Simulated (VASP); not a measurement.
# Ga (Pm-3m) in VASP: further runs

The runs below take Ga through single point, with PBE.

Program: VASP 6.6.1. These are calculated values, not measurements. Logs are shortened: lines on timing, memory, paths and dates and some standing lists are left out, and cuts for length are marked.

## 1. The cell of the first run

It takes space group Pm-3m (No. 221, cubic). Conventional cell: a = 2.661 Å, b = 2.661 Å, c = 2.661 Å, α = 90.00°, β = 90.00°, γ = 90.00°. Within 3.5 Å of Ga (site symmetry m-3m) lie 6 Ga at 2.66 Å.

## 2. Single point, PBE

The input, INCAR:

```
ALGO = Normal
EDIFF = 1E-7
ENCUT = 520
GGA = PE
ISIF = 2
ISMEAR = -1
LASPH = True
LCHARG = False
LREAL = False
LWAVE = False
NBANDS = 12
NELM = 100
PREC = Accurate
SIGMA = 0.05
```

The input, KPOINTS:

```
k-points
0
Gamma
  10 10 10
```

The input, POSCAR:

```
Ga
1.0
    2.6610260726      0.0000000000      0.0000000000
    0.0000000000      2.6610260726      0.0000000000
    0.0000000000      0.0000000000      2.6610260726
Ga
1
Direct
    0.0000000000      0.0000000000      0.0000000000
```

Potentials or basis: VASP PAW PBE potentials, release 64 (Ga_d).

The run is started by

```
> cat potpaw_PBE.64/Ga_d/POTCAR > POTCAR
> mpirun -np 1 vasp_std > vasp.out
```

OUTCAR:

```text
EDIFF = 1E-7
   ENCUT = 520
   GGA = PE
   ISIF = 2
   ISMEAR = -1
   LASPH = True
   LREAL = False
   NELM = 100
   PREC = Accurate

 ion  position               nearest neighbor table
   1  0.000  0.000  0.000-

  LATTYP: Found a simple cubic cell.
 ALAT       =     2.6610260726

  Lattice vectors:

 A1 = (   2.6610260726,   0.0000000000,   0.0000000000)
 A2 = (   0.0000000000,   2.6610260726,   0.0000000000)
 A3 = (   0.0000000000,   0.0000000000,   2.6610260726)

Analysis of symmetry for initial positions (statically):
=====================================================================
 Subroutine PRICEL returns:
 Original cell was already a primitive cell.

 Routine SETGRP: Setting up the symmetry group for a
 simple cubic supercell.

 Subroutine GETGRP returns: Found 48 space group operations
 (whereof 48 operations were pure point group operations)
 out of a pool of 48 trial point group operations.

The static configuration has the point symmetry O_h .

Analysis of symmetry for dynamics (positions and initial velocities):
=====================================================================
 Subroutine PRICEL returns:
 Original cell was already a primitive cell.

 Routine SETGRP: Setting up the symmetry group for a
 simple cubic supercell.

 Subroutine GETGRP returns: Found 48 space group operations
 (whereof 48 operations were pure point group operations)
 out of a pool of 48 trial point group operations.

The dynamic configuration has the point symmetry O_h .

 Subroutine INISYM returns: Found 48 space group operations
 (whereof 48 operations are pure point group operations),
 and found     1 'primitive' translations

----------------------------------------------------------------------------------------

                                     Primitive cell

  volume of cell :      18.8429

  direct lattice vectors                    reciprocal lattice vectors
     2.661026073  0.000000000  0.000000000     0.375794890  0.000000000  0.000000000
     0.000000000  2.661026073  0.000000000     0.000000000  0.375794890  0.000000000
     0.000000000  0.000000000  2.661026073     0.000000000  0.000000000  0.375794890

  length of vectors
     2.661026073  2.661026073  2.661026073     0.375794890  0.375794890  0.375794890

  position of ions in fractional coordinates (direct lattice)
     0.000000000  0.000000000  0.000000000

  ion indices of the primitive-cell ions
   primitive index   ion index
                 1           1

----------------------------------------------------------------------------------------

 KPOINTS: k-points

Automatic generation of k-mesh.
 Grid dimensions read from file:
 generate k-points for:   10   10   10

 Generating k-lattice:

  Cartesian coordinates                     Fractional coordinates (reciprocal lattice)
     0.037579489  0.000000000  0.000000000     0.100000000  0.000000000  0.000000000
     0.000000000  0.037579489  0.000000000     0.000000000  0.100000000  0.000000000
     0.000000000  0.000000000  0.037579489     0.000000000  0.000000000  0.100000000

  Length of vectors
     0.037579489  0.037579489  0.037579489

  Shift w.r.t. Gamma in fractional coordinates (k-lattice)
     0.000000000  0.000000000  0.000000000

 Subroutine IBZKPT returns following result:
 ===========================================

 Found     56 irreducible k-points:

 Following reciprocal coordinates:
            Coordinates               Weight
  0.000000  0.000000  0.000000      1.000000
  0.100000  0.000000  0.000000      6.000000
  0.200000  0.000000  0.000000      6.000000
  0.300000  0.000000  0.000000      6.000000
  0.400000  0.000000  0.000000      6.000000
  0.500000  0.000000  0.000000      3.000000
[... 16 lines left out ...]
  0.200000  0.100000  0.100000     24.000000
  0.300000  0.100000  0.100000     24.000000
 [... further k-points ...]
   k-points           NKPTS =     56   k-points in BZ     NKDIM =     56   number of bands    NBANDS=     12
   number of dos      NEDOS =    301   number of ions     NIONS =      1
   total plane-waves  NPLWV =   8000
   dimension x,y,z NGX =    20 NGY =   20 NGZ =   20
   dimension x,y,z NGXF=    40 NGYF=   40 NGZF=   40
   ions per type =               1
   NGX,Y,Z   is equivalent  to a cutoff of  12.49, 12.49, 12.49 a.u.
   NGXF,Y,Z  is equivalent  to a cutoff of  24.99, 24.99, 24.99 a.u.
 SYSTEM =  unknown system
   PREC   = accura    normal or accurate (medium, high low for compatibility)
   ISTART =      0    job   : 0-new  1-cont  2-samecut
   ICHARG =      2    charge: 1-file 2-atom 10-const
   ISPIN  =      1    spin polarized calculation?
   LNONCOLLINEAR =      F non collinear calculations
   LSORBIT =      F    spin-orbit coupling
   LASPH  =      T    aspherical Exc in radial PAW
   ENCUT  =  520.0 eV  38.22 Ry    6.18 a.u.   4.95  4.95  4.95*2*pi/ulx,y,z
   NELM   =    100;   NELMIN=  2; NELMDL= -5     # of ELM steps
   EDIFF  = 0.1E-06   stopping-criterion for ELM
   LREAL  =      F    real-space projection
   EDIFFG = 0.1E-05   stopping-criterion for IOM
   NSW    =      0    number of steps for IOM
   IBRION =     -1    ionic relax: 0-MD 1-quasi-New 2-CG
   NFREE  =      0    steps in history (QN), initial steepest desc. (CG)
   ISIF   =      2    stress and relaxation
   ISYM   =      2    0-nonsym 1-usesym 2-fastsym
   POTIM  = 0.5000    time-step for ionic-motion
   TEBEG  =    0.0;   TEEND  =   0.0 temperature during run
   PSTRESS=    0.0 pullay stress
   NELECT =      13.0000    total number of electrons
   NUPDOWN=      -1.0000    fix difference up-down
   EMIN   =  10.00;   EMAX   =-10.00  energy-range for DOS
   EFERMI =   0.00;   METHOD = LEGACY
   ISMEAR =    -1;   SIGMA  =   0.05  broadening in eV -4-tet -1-fermi 0-gaus
   EFERMI_NEDOS =   21; number of points for ismear=-14 and -15
   IALGO  =     38    algorithm
   IMIX   =      4    mixing-type and parameters
     AMIX     =   0.40;   BMIX     =  1.00
     AMIX_MAG =   1.60;   BMIX_MAG =  1.00
  volume/ion in A,a.u.               =      18.84       127.16
  Fermi-wavevector in a.u.,A,eV,Ry     =   1.446572  2.733625 28.471164  2.092571
  Thomas-Fermi vector in A             =   2.564626
   LORBIT       =      0    0 simple, 1 ext, 2 COOP (PROOUT), +10 PAW based schemes
   GGA     = PE    functional components
   LHFCALC =     F    Hartree Fock is set to
   AEXX    =    0.0000 exact exchange contribution
   IVDW    =     0    specifies the selected vdW correction
   LEPSILON=     F    determine dielectric tensor
   LRPA    =     F    only Hartree local field effects (RPA)
 non-spin polarized calculation
  energy-cutoff  :      520.00
  volume of cell :       18.84
 maximum number of plane-waves:       518
 NGX is ok and might be reduce to    20
   NGX =  9   NGY =  9   NGZ =  9

 number of electron      12.9999993 magnetization

 Free energy of the ion-electron system (eV)
  ---------------------------------------------------
  ext. energy  EPLUGINS =         0.00000000
  ---------------------------------------------------
  free energy    TOTEN  =        -2.81885246 eV

  energy without entropy =       -2.81465391  energy(sigma->0) =       -2.81675318

 E-fermi :   5.3210     XC(G=0): -10.9417

 val. band max:        5.2783564973   @ k =   0.4000   0.4000   0.1000
 cond. band min:       5.3663700964   @ k =   0.3000   0.0000   0.0000
 fundamental gap:      0.0880135991
 Fermi energy:         5.3210165536

 k-point     1 :       0.0000    0.0000    0.0000
  band No.  band energies     occupation
      1      -9.9139      2.00000
      2      -9.9139      2.00000
      3      -9.3199      2.00000
      4      -9.3199      2.00000
      5      -9.3199      2.00000
      6      -5.6963      2.00000
      7      14.6762      0.00000
      8      14.6762      0.00000
      9      14.6762      0.00000
     10      17.5839      0.00000
     11      17.5839      0.00000
     12      20.3891      0.00000

 k-point     2 :       0.1000    0.0000    0.0000
  band No.  band energies     occupation
      1      -9.9094      2.00000
      2      -9.8763      2.00000
      3      -9.3357      2.00000
      4      -9.3357      2.00000
      5      -9.3186      2.00000
      6      -5.4833      2.00000
      7      12.0371      0.00000
      8      14.9001      0.00000
      9      14.9001      0.00000
     10      17.7621      0.00000
     11      19.1952      0.00000
     12      21.9237      0.00000

 k-point     3 :       0.2000    0.0000    0.0000
  band No.  band energies     occupation
      1      -9.8976      2.00000
      2      -9.7814      2.00000
      3      -9.3770      2.00000
      4      -9.3770      2.00000
      5      -9.3151      2.00000
      6      -4.8380      2.00000
      7       8.5610      0.00000
      8      15.5531      0.00000
      9      15.5531      0.00000
     10      18.2983      0.00000
     11      20.0063      0.00000
     12      26.0195      0.00000
[... 286 lines left out ...]
 k-point    23 :       0.2000    0.1000    0.1000
  band No.  band energies     occupation
      1      -9.8381      2.00000
      2      -9.7490      2.00000
      3      -9.4001      2.00000
      4      -9.3929      2.00000
      5      -9.3471      2.00000
      6      -4.4134      2.00000
      7       8.9431      0.00000
      8      12.7919      0.00000
      9      13.5762      0.00000
     10      21.7868      0.00000
     11      22.5519      0.00000
     12      25.6852      0.00000

 k-point    24 :       0.3000    0.1000    0.1000
  band No.  band energies     occupation
      1      -9.8239      2.00000
      2      -9.6310      2.00000
      3      -9.4555      2.00000
      4      -9.4460      2.00000
      5      -9.3420      2.00000
      6      -3.3345      2.00000
      7       5.7727      0.00024
      8      13.7722      0.00000
      9      14.5885      0.00000
     10      22.1875      0.00000
     11      22.4609      0.00000
     12      23.6818      0.00000

 [... further k-points ...]
[... 5 lines left out ...]
  --------------------------------------------------------------------------------------
  -------------------------------------------------------------------------------------
  Total        0.3916185      0.3916185      0.3916185      0.0000000     -0.0000000      0.0000000
  in kB       33.2986353     33.2986353     33.2986353      0.0000000     -0.0000000      0.0000000
  external PRESSURE =      33.2986353 kB  Pullay stress =       0.0000000 kB

 VOLUME and BASIS-vectors are now :
 -----------------------------------------------------------------------------
  energy-cutoff  :      520.00
  volume of cell :       18.84
      direct lattice vectors                 reciprocal lattice vectors
     2.661026073  0.000000000  0.000000000     0.375794890  0.000000000  0.000000000
     0.000000000  2.661026073  0.000000000     0.000000000  0.375794890  0.000000000
     0.000000000  0.000000000  2.661026073     0.000000000  0.000000000  0.375794890

 POSITION                                       TOTAL-FORCE (eV/Angst)
 -----------------------------------------------------------------------------------
      0.00000      0.00000      0.00000         0.000000      0.000000      0.000000
 -----------------------------------------------------------------------------------
    total drift:                               -0.000000     -0.000000     -0.000000

  FREE ENERGIE OF THE ION-ELECTRON SYSTEM (eV)
  ---------------------------------------------------
  free  energy   TOTEN  =        -2.8188524567 eV

  energy  without entropy=       -2.8146539104  energy(sigma->0) =       -2.81675318
```

Wall time 7.8 s (1 thread of AMD EPYC 7R43 (Zen 3), shared host); peak memory 0.09 GiB.

Results:

* Free energy: -2.8189 eV
* Pressure: 3.3 GPa

Levels at points of the mesh, in eV from the Fermi level:
```
           k point  band 3  band 4  band 5  band 6  band 7  band 8  band 9  band 10
(0.00, 0.00, 0.00)  -14.64  -14.64  -14.64  -11.02    9.36    9.36    9.36    12.26
(0.50, 0.00, 0.00)  -14.80  -14.80  -14.63   -6.32   -4.42   13.05   13.05    16.19
(0.50, 0.50, 0.00)  -14.78  -14.78  -14.49   -1.43   -0.77   -0.77    4.20    16.90
(0.50, 0.50, 0.50)  -15.04  -14.48  -14.48    2.73    2.73    2.73    4.50     8.36
```

## 3. Single point, PBE

This run uses another cell than the first one, of 19.24 Å³/atom, 1.021 times its volume.

The input, INCAR:

```
SYSTEM = Ga
PREC     = Accurate       ! precision mode
ENCUT    = 520            ! plane-wave cutoff, eV
EDIFF    = 1E-6           ! SCF threshold, eV
ISMEAR   = -1             ! smearing method
SIGMA    = 0.05           ! smearing width, eV
LREAL    = .False.        ! projectors in reciprocal space
LASPH    = .True.         ! aspherical terms in the spheres
NELM     = 80             ! most SCF steps
ALGO     = Normal         ! electronic algorithm
ISIF     = 2              ! what is computed and relaxed
LWAVE    = .False.        ! write WAVECAR
LCHARG   = .False.        ! write CHGCAR
GGA      = PE             ! functional
NBANDS   = 12             ! bands
```

The input, KPOINTS:

```
regular mesh
0
Gamma
  10 10 10
  0 0 0
```

The input, POSCAR:

```
Ga
1.0
    2.6797663103      0.0000000000      0.0000000000
    0.0000000000      2.6797663103      0.0000000000
    0.0000000000      0.0000000000      2.6797663103
Ga
1
Direct
    0.0000000000      0.0000000000      0.0000000000
```

Potentials or basis: VASP PAW PBE potentials, release 64 (Ga_d).

The run is started by

```
> cat potpaw_PBE.64/Ga_d/POTCAR > POTCAR
> mpirun -np 1 vasp_std > vasp.out
```

Run time: 7.8 s. Hardware: 1 thread of AMD EPYC 7R43 (Zen 3), shared host; peak memory 0.1 GiB.

Results (log left out):

```yaml
Free_energy: -2.8256 eV
Pressure: 2.0 GPa
```

Levels at points of the mesh, in eV from the Fermi level:
```tsv
k point	band 3	band 4	band 5	band 6	band 7	band 8	band 9	band 10
(0.00, 0.00, 0.00)	-14.64	-14.64	-14.64	-10.87	9.21	9.21	9.21	12.12
(0.50, 0.00, 0.00)	-14.79	-14.79	-14.63	-6.29	-4.32	12.81	12.81	15.97
(0.50, 0.50, 0.00)	-14.77	-14.77	-14.49	-1.52	-0.75	-0.75	4.20	16.53
(0.50, 0.50, 0.50)	-15.01	-14.48	-14.48	2.69	2.69	2.69	4.23	8.29
```

## 4. Single point, PBE

This run uses another cell than the first one, of 19.64 Å³/atom, 1.043 times its volume.

The input, INCAR:

```
SYSTEM = Ga
  ALGO = Fast
  EDIFF = 1E-7
  ENCUT = 520
  GGA = PE
  ISIF = 2
  ISMEAR = -1
  LASPH = .True.
  LCHARG = .False.
  LREAL = .False.
  LWAVE = .False.
  NBANDS = 12
  NELM = 60
  PREC = Accurate
  SIGMA = 0.05
```

The input, KPOINTS:

```
k-points
0
Gamma
  10 10 10
  0 0 0
```

The input, POSCAR:

```
Ga
1.0
    2.6982480413      0.0000000000      0.0000000000
    0.0000000000      2.6982480413      0.0000000000
    0.0000000000      0.0000000000      2.6982480413
Ga
1
Direct
    0.0000000000      0.0000000000      0.0000000000
```

Potentials or basis: VASP PAW PBE potentials, release 64 (Ga_d).

The run is started by

```
> cat potpaw_PBE.64/Ga_d/POTCAR > POTCAR
> mpirun -np 1 vasp_std > vasp.out
```

OUTCAR:

```text
SYSTEM = Ga
   EDIFF = 1E-7
   ENCUT = 520
   GGA = PE
   ISIF = 2
   ISMEAR = -1
   LASPH = .True.
   LREAL = .False.
   NELM = 60
   PREC = Accurate

 ion  position               nearest neighbor table
   1  0.000  0.000  0.000-

  LATTYP: Found a simple cubic cell.
 ALAT       =     2.6982480413

  Lattice vectors:

 A1 = (   2.6982480413,   0.0000000000,   0.0000000000)
 A2 = (   0.0000000000,   2.6982480413,   0.0000000000)
 A3 = (   0.0000000000,   0.0000000000,   2.6982480413)

[... 529 lines left out ...]
      4      -9.7863      2.00000
      5      -9.6924      2.00000
      6      -3.4869      2.00000
      7       5.3963      0.00030
      8      13.1560      0.00000
      9      13.9150      0.00000
     10      21.3533      0.00000
     11      21.6697      0.00000
     12      22.8893      0.00000

 [... further k-points ...]
[... 5 lines left out ...]
  --------------------------------------------------------------------------------------
  -------------------------------------------------------------------------------------
  Total        0.1341358      0.1341358      0.1341358      0.0000000     -0.0000000      0.0000000
  in kB       10.9398067     10.9398067     10.9398067      0.0000000     -0.0000000      0.0000000
  external PRESSURE =      10.9398067 kB  Pullay stress =       0.0000000 kB

 VOLUME and BASIS-vectors are now :
 -----------------------------------------------------------------------------
  energy-cutoff  :      520.00
  volume of cell :       19.64
      direct lattice vectors                 reciprocal lattice vectors
     2.698248041  0.000000000  0.000000000     0.370610850  0.000000000  0.000000000
     0.000000000  2.698248041  0.000000000     0.000000000  0.370610850  0.000000000
     0.000000000  0.000000000  2.698248041     0.000000000  0.000000000  0.370610850

 POSITION                                       TOTAL-FORCE (eV/Angst)
 -----------------------------------------------------------------------------------
      0.00000      0.00000      0.00000         0.000000      0.000000      0.000000
 -----------------------------------------------------------------------------------
    total drift:                               -0.000000     -0.000000     -0.000000

  FREE ENERGIE OF THE ION-ELECTRON SYSTEM (eV)
  ---------------------------------------------------
  free  energy   TOTEN  =        -2.8294864269 eV

  energy  without entropy=       -2.8241097824  energy(sigma->0) =       -2.82679810
```

OSZICAR:

```text
N       E                     dE             d eps       ncg     rms          rms(c)
DAV:   1     0.455925578443E+02    0.45593E+02   -0.66874E+03  1444   0.182E+03
DAV:   2    -0.504608720961E+00   -0.46097E+02   -0.44583E+02  1420   0.270E+02
DAV:   3    -0.282959821581E+01   -0.23250E+01   -0.23201E+01  1564   0.474E+01
DAV:   4    -0.285105056674E+01   -0.21452E-01   -0.21450E-01  1552   0.482E+00
DAV:   5    -0.285127390706E+01   -0.22334E-03   -0.22334E-03  1568   0.466E-01    0.938E-01
RMM:   6    -0.283166652825E+01    0.19607E-01   -0.30765E-02  1786   0.250E+00    0.465E-01
RMM:   7    -0.282962180137E+01    0.20447E-02   -0.83480E-03  1930   0.102E+00    0.139E-01
RMM:   8    -0.282946938110E+01    0.15242E-03   -0.80792E-04  1857   0.314E-01    0.197E-02
RMM:   9    -0.282948678855E+01   -0.17407E-04   -0.10128E-04  1948   0.145E-01    0.656E-03
RMM:  10    -0.282948647891E+01    0.30964E-06   -0.19284E-05  2076   0.541E-02    0.789E-04
RMM:  11    -0.282948650115E+01   -0.22244E-07   -0.25129E-06  1919   0.175E-02    0.377E-04
RMM:  12    -0.282948639022E+01    0.11094E-06   -0.32666E-07  1269   0.694E-03    0.710E-05
RMM:  13    -0.282948642688E+01   -0.36658E-07   -0.61707E-08   973   0.336E-03
   1 F= -.28294864E+01 E0= -.28267981E+01  d E =-.537664E-02
```

stdout:

```text
POSCAR found type information on POSCAR Ga
 POSCAR found :  1 types and       1 ions
 scaLAPACK will be used
 LDA part: xc-table for (Slater+PW92), standard interpolation
 POSCAR, INCAR and KPOINTS ok, starting setup
 FFT: planning ... GRIDC
 FFT: planning ... GRID_SOFT
 FFT: planning ... GRID
 WAVECAR not read
 entering main loop
```

Wall time 12 s (1 thread of AMD EPYC 7R43 (Zen 3), shared host); peak memory 0.09 GiB.

What came out:

* Free energy: -2.8295 eV
* Pressure: 1.1 GPa

## 5. Single point, PBE

This run uses another cell than the first one, of 20.45 Å³/atom, 1.085 times its volume.

The input, INCAR:

```
SYSTEM = Ga
PREC = Accurate
ENCUT = 520
EDIFF = 1E-6
ISMEAR = -1
SIGMA = 0.05
LREAL = .False.
LASPH = .True.
NELM = 80
ALGO = Fast
ISIF = 2
LWAVE = .False.
LCHARG = .False.
GGA = PE
NBANDS = 12
```

The input, KPOINTS:

```
regular mesh
0
Gamma
  10 10 10
  0 0 0
```

The input, POSCAR:

```
Ga
1.0
    2.7344704581      0.0000000000      0.0000000000
    0.0000000000      2.7344704581      0.0000000000
    0.0000000000      0.0000000000      2.7344704581
Ga
1
Direct
    0.0000000000      0.0000000000      0.0000000000
```

The run is started by

```
> cat potpaw_PBE.64/Ga_d/POTCAR > POTCAR
> mpirun -np 1 vasp_std > vasp.out
```

It took 9.4 s on 1 thread of AMD EPYC 7R43 (Zen 3), shared host; peak memory 0.09 GiB.

Results (log left out):

- Free energy: -2.8311 eV
- Pressure: -0.4 GPa

Levels at points of the mesh, in eV from the Fermi level:
```csv
k point,band 2,band 3,band 4,band 5,band 6,band 7,band 8,band 9,band 10,band 11
"(0.00, 0.00, 0.00)",-15.09,-14.60,-14.60,-14.60,-10.44,8.81,8.81,8.81,11.74,11.74
"(0.50, 0.00, 0.00)",-14.78,-14.74,-14.74,-14.59,-6.18,-4.02,12.15,12.15,15.38,16.24
"(0.50, 0.50, 0.00)",-14.91,-14.72,-14.72,-14.47,-1.74,-0.65,-0.65,4.21,15.55,20.24
"(0.50, 0.50, 0.50)",-14.92,-14.92,-14.47,-14.47,2.57,2.57,2.57,3.52,8.12,8.12
```

[end of part 1 of 2]
